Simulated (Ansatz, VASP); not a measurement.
**One calculation of KMg6Si, two programs**

INCAR

```
SYSTEM = KMg6Si
ALGO = Fast
EDIFF = 1E-6
ENCUT = 520
GGA = PE
ISIF = 2
ISMEAR = -1
LASPH = .TRUE.
LCHARG = .TRUE.
LELF = .TRUE.
LREAL = .FALSE.
LVHAR = .TRUE.
LWAVE = .FALSE.
NBANDS = 22
NELM = 60
PREC = Accurate
SIGMA = 0.05
```

The input KPOINTS:

```
k-points
0
G
  6 5 5
  0 0 0
```

Contents of POSCAR:

```
KMg6Si
1.0
    4.6374240000      0.0000000000      0.0000000000
    0.0000000000      3.1492620000      7.0915360000
    0.0000000000     -3.1492620000      7.0915360000
K Si Mg
1 1 6
Direct
    0.0000000000      0.7877120000      0.7877120000
    0.5000000000      0.6125090000      0.6125090000
    0.5000000000      0.1927440000      0.1927440000
    0.5000000000      0.6983400000      0.1937800000
    0.5000000000      0.1937800000      0.6983400000
    0.0000000000      0.3604030000      0.3604030000
    0.0000000000      0.8302700000      0.3242420000
    0.0000000000      0.3242420000      0.8302700000
```

Contents of input.yaml:

```yaml
crystal:
  lattice:
    - [4.637424, 0.0, 0.0]
    - [0.0, 3.149262, 7.091536]
    - [0.0, -3.149262, 7.091536]
  atoms:
    - { symbol: K, position: [0.0, 0.787712, 0.787712] }
    - { symbol: Si, position: [0.5, 0.612509, 0.612509] }
    - { symbol: Mg, position: [0.5, 0.192744, 0.192744] }
    - { symbol: Mg, position: [0.5, 0.69834, 0.19378] }
    - { symbol: Mg, position: [0.5, 0.19378, 0.69834] }
    - { symbol: Mg, position: [0.0, 0.360403, 0.360403] }
    - { symbol: Mg, position: [0.0, 0.83027, 0.324242] }
    - { symbol: Mg, position: [0.0, 0.324242, 0.83027] }
hamiltonian:
  xc: pbe
  pseudopotentials: { kind: paw }
kpoints:
  mp_grid: { grid: [6, 5, 5] }
scf:
  occupations: { method: fermi_dirac, width: 0.05 }
output:
  forces: true
  stress: true
  eigenvalues: true
  write_density: true
  write_potential: true
  elf: true
  volumetric_format: npy
```

Alike in both runs: task single point; functional PBE; k mesh 6 × 5 × 5; occupations fermi-dirac, width 0.05 eV; no spin polarisation.

|  | VASP | Ansatz |
| --- | --- | --- |
| version | VASP 6.6.1 | Ansatz 0.2.0 |
| potentials or method | VASP PAW PBE potentials, release 64 (K_sv, Si, Mg) | Ansatz PAW |
| plane-wave cutoff (eV) | 520 | 420 |
| valence electrons in the cell | 25 | 73 |

|  | VASP | Ansatz | Ansatz less VASP |
| --- | --- | --- | --- |
| gap on the k mesh at the Fermi level (eV) | none | none | - |
| pressure (GPa) | 0.0 | 0.0 | +0.07 |
| traceless stress, the component that is largest in VASP (GPa) | -0.26 | -0.26 | +0.001 |
| rms of the force components (eV/Å) | 0.026 | 0.026 | -0.0002 |

Atom by atom the forces differ by 0.003 eV/Å (rms over components). A gap of «none» marks a metal or a gap that the smearing closes. VASP's potentials hold 25 valence electrons a cell and Ansatz's 73, so a difference there can come from the potentials and not from the codes.
